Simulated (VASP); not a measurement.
# Zn3SnO3 (P3m1) in VASP: single point with PBE

Aim: the single point of Zn3SnO3 with PBE.

All numbers are computed with VASP 6.6.1; they aren't measurements. Logs are shortened: lines on timing, memory, paths and dates and some standing lists are left out, and cuts for length are marked.

## Step 1: The cell of the first run

The structure is trigonal, space group P3m1 (No. 156). The conventional cell has a = 3.340 Å, b = 3.340 Å, c = 10.826 Å, α = 90.00°, β = 90.00°, γ = 120.00°. Zn (site symmetry 3m) has 4 O at 2.01 to 2.02 Å within 2.7 Å. Zn (site symmetry 3m) has 4 O at 2.01 to 2.02 Å within 2.7 Å. Within 2.7 Å of Zn (site symmetry 3m) lie 1 O at 2.01 Å. Within 3.1 Å of Sn (site symmetry 3m) lie 3 O at 2.28 Å and 3 Zn at 3.06 Å. Within 2.7 Å of O (site symmetry 3m) lie 1 Zn at 2.01 Å and 3 Sn at 2.28 Å. Within 2.7 Å of O (site symmetry 3m) lie 4 Zn at 2.01 to 2.02 Å. Within 2.7 Å of O (site symmetry 3m) lie 4 Zn at 2.01 to 2.02 Å.

## Step 2: Single point, PBE

Input file POSCAR:

```
Zn3SnO3
1.0
    3.3402648677      0.0000000000      0.0000000000
   -1.6701324338      2.8927542308      0.0000000000
    0.0000000000      0.0000000000     10.8260476871
Zn Sn O
3 1 3
Direct
    0.6666666667      0.3333333333      0.4855629817
    0.3333333333      0.6666666667      0.2445735808
    0.0000000000      0.0000000000      0.0031715945
    0.3333333333      0.6666666667      0.7835131487
    0.6666666667      0.3333333333      0.6714927489
    0.3333333333      0.6666666667      0.4301948311
    0.0000000000      0.0000000000      0.1884911143
```

Input file INCAR.step1:

```
ALGO = Normal
EDIFF = 1E-6
ENCUT = 520
GGA = PE
GGA_COMPAT = False
ISIF = 2
ISMEAR = 0
LASPH = True
LCHARG = True
LORBIT = 11
LREAL = False
LWAVE = False
NBANDS = 43
NEDOS = 2001
NELM = 120
PREC = Accurate
SIGMA = 0.1
```

Input file KPOINTS.step1:

```
k-points
0
Gamma
  12 12 4
```

Input file INCAR.step2:

```
ALGO = Normal
EDIFF = 1E-6
ENCUT = 520
GGA = PE
GGA_COMPAT = False
ICHARG = 11
ISIF = 2
ISMEAR = -5
LASPH = True
LCHARG = False
LORBIT = 10
LREAL = False
LWAVE = False
NEDOS = 1001
NELM = 120
PREC = Accurate
SIGMA = 0.1
```

Input file KPOINTS.step2:

```
k-points
0
Gamma
  18 18 6
```

Potentials or basis: VASP PAW PBE potentials, release 64 (Zn, Sn_d, O).

On the command line:

```sh
$ cat potpaw_PBE.64/Zn/POTCAR potpaw_PBE.64/Sn_d/POTCAR potpaw_PBE.64/O/POTCAR > POTCAR
$ cp INCAR.step1 INCAR
$ cp KPOINTS.step1 KPOINTS
$ mpirun -np 1 vasp_std > vasp.out
$ cp INCAR.step2 INCAR
$ cp KPOINTS.step2 KPOINTS
$ mpirun -np 1 vasp_std > vasp.out
```

OUTCAR:

```text
EDIFF = 1E-6
   ENCUT = 520
   GGA = PE
   ICHARG = 11
   ISIF = 2
   ISMEAR = -5
   LASPH = True
   LORBIT = 10
   LREAL = False
   NELM = 120
   PREC = Accurate

 ion  position               nearest neighbor table
   1  0.667  0.333  0.486-   5 2.01   6 2.02   6 2.02   6 2.02
   2  0.333  0.667  0.245-   6 2.01   7 2.02   7 2.02   7 2.02
   3  0.000  0.000  0.003-   7 2.01   4 3.06   4 3.06   4 3.06
   4  0.333  0.667  0.784-   5 2.28   5 2.28   5 2.28   3 3.06   3 3.06   3 3.06
   5  0.667  0.333  0.671-   1 2.01   4 2.28   4 2.28   4 2.28
   6  0.333  0.667  0.430-   2 2.01   1 2.02   1 2.02   1 2.02
   7  0.000  0.000  0.188-   3 2.01   2 2.02   2 2.02   2 2.02

  LATTYP: Found a hexagonal cell.
 ALAT       =     3.3402648677
 C/A-ratio  =     3.2410746201

  Lattice vectors:

 A1 = (   3.3402648677,   0.0000000000,   0.0000000000)
 A2 = (  -1.6701324338,   2.8927542308,   0.0000000000)
 A3 = (   0.0000000000,   0.0000000000,  10.8260476871)

Analysis of symmetry for initial positions (statically):
=====================================================================
 Subroutine PRICEL returns:
 Original cell was already a primitive cell.

 Routine SETGRP: Setting up the symmetry group for a
 hexagonal supercell.

 Subroutine GETGRP returns: Found  6 space group operations
 (whereof  6 operations were pure point group operations)
 out of a pool of 24 trial point group operations.

The static configuration has the point symmetry C_3v.

Analysis of symmetry for dynamics (positions and initial velocities):
=====================================================================
 Subroutine PRICEL returns:
 Original cell was already a primitive cell.

 Routine SETGRP: Setting up the symmetry group for a
 hexagonal supercell.

 Subroutine GETGRP returns: Found  6 space group operations
 (whereof  6 operations were pure point group operations)
 out of a pool of 24 trial point group operations.

The dynamic configuration has the point symmetry C_3v.

 Subroutine INISYM returns: Found  6 space group operations
 (whereof  6 operations are pure point group operations),
 and found     1 'primitive' translations

----------------------------------------------------------------------------------------

                                     Primitive cell

  volume of cell :     104.6074

  direct lattice vectors                    reciprocal lattice vectors
     3.340264868  0.000000000  0.000000000     0.299377456  0.172845655  0.000000000
    -1.670132434  2.892754231  0.000000000     0.000000000  0.345691310  0.000000000
     0.000000000  0.000000000 10.826047687     0.000000000  0.000000000  0.092369813

  length of vectors
     3.340264868  3.340264868 10.826047687     0.345691310  0.345691310  0.092369813

  position of ions in fractional coordinates (direct lattice)
     0.666666667  0.333333333  0.485562982
     0.333333333  0.666666667  0.244573581
     0.000000000  0.000000000  0.003171595
     0.333333333  0.666666667  0.783513149
     0.666666667  0.333333333  0.671492749
     0.333333333  0.666666667  0.430194831
     0.000000000  0.000000000  0.188491114

  ion indices of the primitive-cell ions
   primitive index   ion index
                 1           1
                 2           2
                 3           3
                 4           4
                 5           5
                 6           6
                 7           7

----------------------------------------------------------------------------------------

 KPOINTS: k-points

Automatic generation of k-mesh.
 Grid dimensions read from file:
 generate k-points for:   18   18    6

 Generating k-lattice:

  Cartesian coordinates                     Fractional coordinates (reciprocal lattice)
     0.016632081  0.009602536  0.000000000     0.055555556  0.000000000  0.000000000
     0.000000000  0.019205073  0.000000000     0.000000000  0.055555556  0.000000000
     0.000000000  0.000000000  0.015394969     0.000000000  0.000000000  0.166666667

  Length of vectors
     0.019205073  0.019205073  0.015394969

  Shift w.r.t. Gamma in fractional coordinates (k-lattice)
     0.000000000  0.000000000  0.000000000

 TETIRR: Found   2825 inequivalent tetrahedra from    11664

 Subroutine IBZKPT returns following result:
 ===========================================

 Found    202 irreducible k-points:

 Following reciprocal coordinates:
            Coordinates               Weight
  0.000000  0.000000  0.000000      1.000000
  0.055556  0.000000  0.000000      6.000000
  0.111111  0.000000  0.000000      6.000000
  0.166667  0.000000  0.000000      6.000000
  0.222222  0.000000  0.000000      6.000000
  0.277778 -0.000000  0.000000      6.000000
[... 16 lines left out ...]
  0.333333  0.111111  0.000000     12.000000
  0.388889  0.111111  0.000000     12.000000
 [... further k-points ...]
   k-points           NKPTS =    202   k-points in BZ     NKDIM =    202   number of bands    NBANDS=     40
   number of dos      NEDOS =   1001   number of ions     NIONS =      7
   total plane-waves  NPLWV =  65856
   dimension x,y,z NGX =    28 NGY =   28 NGZ =   84
   dimension x,y,z NGXF=    56 NGYF=   56 NGZF=  168
   ions per type =               3   1   3
   NGX,Y,Z   is equivalent  to a cutoff of  13.94, 13.94, 12.90 a.u.
   NGXF,Y,Z  is equivalent  to a cutoff of  27.87, 27.87, 25.80 a.u.
 SYSTEM =  unknown system
   PREC   = accura    normal or accurate (medium, high low for compatibility)
   ISTART =      0    job   : 0-new  1-cont  2-samecut
   ICHARG =     11    charge: 1-file 2-atom 10-const
   ISPIN  =      1    spin polarized calculation?
   LNONCOLLINEAR =      F non collinear calculations
   LSORBIT =      F    spin-orbit coupling
   LASPH  =      T    aspherical Exc in radial PAW
   ENCUT  =  520.0 eV  38.22 Ry    6.18 a.u.   6.21  6.21 20.13*2*pi/ulx,y,z
   NELM   =    120;   NELMIN=  2; NELMDL=  0     # of ELM steps
   EDIFF  = 0.1E-05   stopping-criterion for ELM
   LREAL  =      F    real-space projection
   EDIFFG = 0.1E-04   stopping-criterion for IOM
   NSW    =      0    number of steps for IOM
   IBRION =     -1    ionic relax: 0-MD 1-quasi-New 2-CG
   NFREE  =      0    steps in history (QN), initial steepest desc. (CG)
   ISIF   =      2    stress and relaxation
   ISYM   =      2    0-nonsym 1-usesym 2-fastsym
   POTIM  = 0.5000    time-step for ionic-motion
   TEBEG  =    0.0;   TEEND  =   0.0 temperature during run
   PSTRESS=    0.0 pullay stress
   NELECT =      68.0000    total number of electrons
   NUPDOWN=      -1.0000    fix difference up-down
   EMIN   =  10.00;   EMAX   =-10.00  energy-range for DOS
   EFERMI =   0.00;   METHOD = LEGACY
   ISMEAR =    -5;   SIGMA  =   0.10  broadening in eV -4-tet -1-fermi 0-gaus
   EFERMI_NEDOS =   21; number of points for ismear=-14 and -15
   IALGO  =     38    algorithm
   IMIX   =      4    mixing-type and parameters
     AMIX     =   0.40;   BMIX     =  1.00
     AMIX_MAG =   1.60;   BMIX_MAG =  1.00
  volume/ion in A,a.u.               =      14.94       100.85
  Fermi-wavevector in a.u.,A,eV,Ry     =   1.418155  2.679924 27.363539  2.011163
  Thomas-Fermi vector in A             =   2.539310
   LORBIT       =     10    0 simple, 1 ext, 2 COOP (PROOUT), +10 PAW based schemes
   GGA     = PE    functional components
   LHFCALC =     F    Hartree Fock is set to
   AEXX    =    0.0000 exact exchange contribution
   IVDW    =     0    specifies the selected vdW correction
   LEPSILON=     F    determine dielectric tensor
   LRPA    =     F    only Hartree local field effects (RPA)
 non-spin polarized calculation
 Fermi weights with tetrahedron method with Bloechl corrections
  energy-cutoff  :      520.00
  volume of cell :      104.61
 maximum number of plane-waves:      2860
 NGX is ok and might be reduce to    28

 number of electron      68.0000014 magnetization

 Free energy of the ion-electron system (eV)
  ---------------------------------------------------
  ext. energy  EPLUGINS =         0.00000000
  ---------------------------------------------------
  free energy    TOTEN  =       -29.35601725 eV

  energy without entropy =      -29.35601725  energy(sigma->0) =      -29.35601725

 E-fermi :   3.8364     XC(G=0): -10.4626

 val. band max:        3.8665144910   @ k =   0.2222   0.2222   0.5000
 cond. band min:       3.8282100897   @ k =   0.0000   0.0000   0.1667
 fundamental gap:     -0.0383044013
 Fermi energy:         3.8364371746

 k-point     1 :       0.0000    0.0000    0.0000
  band No.  band energies     occupation
      1     -17.9166      2.00000
      2     -17.9166      2.00000
      3     -17.8880      2.00000
      4     -17.7740      2.00000
      5     -17.7740      2.00000
      6     -15.5591      2.00000
[... 32 lines left out ...]
     39      10.8633      0.00000
     40      10.8897      0.00000

 k-point     2 :       0.0556    0.0000    0.0000
  band No.  band energies     occupation
      1     -17.9233      2.00000
      2     -17.9117      2.00000
      3     -17.8831      2.00000
      4     -17.7808      2.00000
      5     -17.7747      2.00000
      6     -15.5338      2.00000
[... 32 lines left out ...]
     39      10.7479      0.00000
     40      10.8816      0.00000

 k-point     3 :       0.1111    0.0000    0.0000
  band No.  band energies     occupation
      1     -17.9420      2.00000
      2     -17.8977      2.00000
      3     -17.8712      2.00000
      4     -17.7980      2.00000
      5     -17.7768      2.00000
      6     -15.4614      2.00000
[... 32 lines left out ...]
     39      10.4501      0.00000
     40      10.8057      0.00000

 k-point     4 :       0.1667    0.0000    0.0000
  band No.  band energies     occupation
      1     -17.9719      2.00000
      2     -17.8763      2.00000
      3     -17.8565      2.00000
      4     -17.8174      2.00000
      5     -17.7799      2.00000
      6     -15.3516      2.00000
[... 32 lines left out ...]
     39      10.0636      0.00000
     40      10.5582      0.00000
[... 772 lines left out ...]
     39       8.5849      0.00000
     40       9.0014      0.00000

 k-point    23 :       0.3333    0.1111    0.0000
  band No.  band energies     occupation
      1     -18.1173      2.00000
      2     -17.8849      2.00000
      3     -17.8119      2.00000
      4     -17.7889      2.00000
      5     -17.7546      2.00000
      6     -14.8702      2.00000
[... 32 lines left out ...]
     39       8.5055      0.00000
     40       9.2650      0.00000

 k-point    24 :       0.3889    0.1111    0.0000
  band No.  band energies     occupation
      1     -18.1356      2.00000
      2     -17.8902      2.00000
      3     -17.8119      2.00000
      4     -17.7725      2.00000
      5     -17.7520      2.00000
      6     -14.8226      2.00000
[... 32 lines left out ...]
     39       8.6105      0.00000
     40       9.3762      0.00000

 [... further k-points ...]

------------------------ aborting loop because EDIFF is reached ----------------------------------------

  FORCE on cell =-STRESS in cart. coord.  units (eV):
  Direction    XX          YY          ZZ          XY          YZ          ZX
  --------------------------------------------------------------------------------------
  -------------------------------------------------------------------------------------
  Total        0.3840458      0.3840458      0.5188578      0.0000000      0.0000000      0.0000000
  in kB        5.8820843      5.8820843      7.9468788      0.0000000      0.0000000      0.0000000
  external PRESSURE =       6.5703491 kB  Pullay stress =       0.0000000 kB

 VOLUME and BASIS-vectors are now :
 -----------------------------------------------------------------------------
  energy-cutoff  :      520.00
  volume of cell :      104.61
      direct lattice vectors                 reciprocal lattice vectors
     3.340264868  0.000000000  0.000000000     0.299377456  0.172845655  0.000000000
    -1.670132434  2.892754231  0.000000000     0.000000000  0.345691310  0.000000000
     0.000000000  0.000000000 10.826047687     0.000000000  0.000000000  0.092369813

 POSITION                                       TOTAL-FORCE (eV/Angst)
 -----------------------------------------------------------------------------------
      1.67013      0.96425      5.25673         0.000000     -0.000000      0.002244
     -0.00000      1.92850      2.64777        -0.000000      0.000000     -0.008536
      0.00000      0.00000      0.03434        -0.000000      0.000000     -0.073473
     -0.00000      1.92850      8.48235        -0.000000      0.000000      0.049343
      1.67013      0.96425      7.26961         0.000000     -0.000000      0.002160
     -0.00000      1.92850      4.65731         0.000000     -0.000000      0.005667
      0.00000      0.00000      2.04061        -0.000000      0.000000      0.022595
 -----------------------------------------------------------------------------------
    total drift:                                0.003337     -0.001927      0.000188

  FREE ENERGIE OF THE ION-ELECTRON SYSTEM (eV)
  ---------------------------------------------------
  free  energy   TOTEN  =       -29.3560172538 eV

  energy  without entropy=      -29.3560172538  energy(sigma->0) =      -29.35601725

 total charge

# of ion       s       p       d       tot
------------------------------------------
    1        0.442   0.431   9.879  10.752
    2        0.446   0.438   9.878  10.762
    3        0.644   0.271   9.760  10.675
    4        1.281   0.800  10.060  12.142
    5        1.584   3.379   0.000   4.963
    6        1.551   3.424   0.000   4.975
    7        1.561   3.412   0.000   4.973
--------------------------------------------------
tot          7.510  12.155  39.577  59.243
```

Run time: 33 min. Hardware: 1 thread of Intel Xeon 8259CL, shared host; peak memory 0.79 GiB.

What came out:

| Quantity | Value |
| --- | --- |
| Valence electrons inside the program's atomic spheres | Zn 10.75, 10.76, 10.68; Sn 12.14; O 4.96, 4.97 (each value once) |

Caveat: spin-orbit coupling is left out, which moves the levels of the heavy elements; tetrahedron occupations give inexact forces and stress in metals.
